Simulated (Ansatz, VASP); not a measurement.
# One calculation of Bi, two programs

Contents of INCAR:

```
ALGO = Normal
EDIFF = 1E-6
ENCUT = 500
GGA = CA
GGA_COMPAT = False
ISIF = 2
ISMEAR = -1
LASPH = True
LCHARG = False
LREAL = False
LWAVE = False
NBANDS = 14
NELM = 120
PREC = Accurate
SIGMA = 0.05
```

The input KPOINTS:

```
k-points
0
Gamma
  12 12 12
```

The input POSCAR:

```
Bi
1.0
    3.1098396496      0.0000000000      0.0000000000
    0.0000000000      3.1098396496      0.0000000000
    0.0000000000      0.0000000000      3.1098396496
Bi
1
Direct
    0.0000000000      0.0000000000      0.0000000000
```

Input for Ansatz:

```yaml
crystal:
  lattice:
    - [3.1098396496, 0.0, 0.0]
    - [0.0, 3.1098396496, 0.0]
    - [0.0, 0.0, 3.1098396496]
  atoms:
    - { symbol: Bi, position: [0.0, 0.0, 0.0] }
kpoints:
  mp_grid: { grid: [12, 12, 12] }
scf:
  occupations: { method: fermi_dirac, width: 0.05 }
hamiltonian:
  xc: lda
  pseudopotentials: { kind: paw }
output:
  forces: true
  stress: true
  eigenvalues: true
  populations: true
basis:
  ecutwfc: "33.1 Ry"
```

Alike in both runs: task single point; functional LDA; k mesh 12 × 12 × 12; occupations fermi-dirac, width 0.05 eV; no spin polarisation.

|  | VASP | Ansatz |
| --- | --- | --- |
| version | VASP 6.6.1 | Ansatz 0.2.0 |
| potentials or method | VASP PAW LDA potentials, release 64 (Bi_d), cutoff 500 eV | PAW with Ansatz's default frozen-core files, scalar-relativistic |
| valence electrons in the cell | 15 | 15 |

|  | VASP | Ansatz | Ansatz less VASP |
| --- | --- | --- | --- |
| gap on the k mesh at the Fermi level (eV) | none | none | - |
| pressure (GPa) | 5.9 | 5.8 | -0.17 |

LDA's correlation is that of Perdew and Zunger in VASP and of Perdew and Wang (1992) in Ansatz. A gap of «none» marks a metal or a gap that the smearing closes.

Neither program's run includes spin-orbit coupling.
